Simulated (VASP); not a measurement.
Runs of VASP 6.6.1 on NaI. The structure is that of space group Fm-3m (No. 225), or close to it. The cells are those of the table. 

```csv
cell,gap on the mesh (eV),pressure (GPa)
"a = 4.623 Å, angles 58.7°, 2 atoms",3.29,-1.6
"a = 4.592 Å, angles 60.0°, 2 atoms",(c),(a)
"a = 4.623, b = 4.623, c = 4.577 Å, angles 60.3, 60.3, 59.3°, 2 atoms",3.28,(b)
"a = 4.554 Å, angles 60.7°, 2 atoms",3.30,-1.6
"a = 4.531, b = 4.531, c = 4.485 Å, angles 60.3, 60.3, 59.3°, 2 atoms",3.44,-1.0
```

Alike in all rows: task single point; level LDA; potentials or basis VASP PAW LDA potentials, release 64 (Na_pv, I); no spin polarisation; k mesh 8 × 8 × 8; cutoff (eV) 520; smearing fermi-dirac 0.02 eV.

Task: Estimate the missing entries.

Result: (a) -1.7; (b) -1.8; (c) 3.32.

Caveats: spin-orbit coupling is left out, which moves the levels of the heavy elements.

A k mesh can miss the band edges, and the runs leave out spin-orbit coupling on I.
